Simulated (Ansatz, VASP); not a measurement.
CrBr3Cl in VASP and in Ansatz

```
Cr Br Cl
1.0
     5.18626    0.00000    0.00000
     0.00000    5.18626    0.00000
     0.00000    0.00000    5.18626
Cr Br Cl
1 3 1
Direct
  0.00000 0.00000 0.00000
  0.50000 0.50000 0.00000
  0.00000 0.50000 0.50000
  0.50000 0.00000 0.50000
  0.50000 0.50000 0.50000
```

Change from the starting cell: species swapped into the Dy3InN type (Pm-3m, No. 221).

Alike in both runs: task single point; functional PBE; k mesh 4 × 4 × 4; occupations gaussian, width 0.1 eV; collinear spin.

```csv
,VASP,Ansatz
version,VASP 6.6.1,Ansatz 0.2.0
potentials or method,"VASP PAW PBE potentials, release 64 (Cr_pv, Br, Cl), cutoff 520 eV","scalar-relativistic, plane waves, PAW"
valence electrons in the cell,40,42
```

Ansatz gave:

```
gap on the k mesh at the Fermi level (eV)                     : none
pressure (GPa)                                                : 3.9
net moment per atom (μB)                                      : 0.70
size of the moment on the site where the two differ most (μB) : 4.64
```

Task: Which values does VASP return?

Result: gap on the k mesh at the Fermi level (eV): none; pressure (GPa): 3.9; net moment per atom (μB): 0.70; size of the moment on the site where the two differ most (μB): 4.32.

Site moments also hang on the region over which each program counts them. A gap of «none» marks a metal or a gap that the smearing closes. VASP's potentials hold 40 valence electrons a cell and Ansatz's 42, so a difference there can come from the potentials and not from the codes.
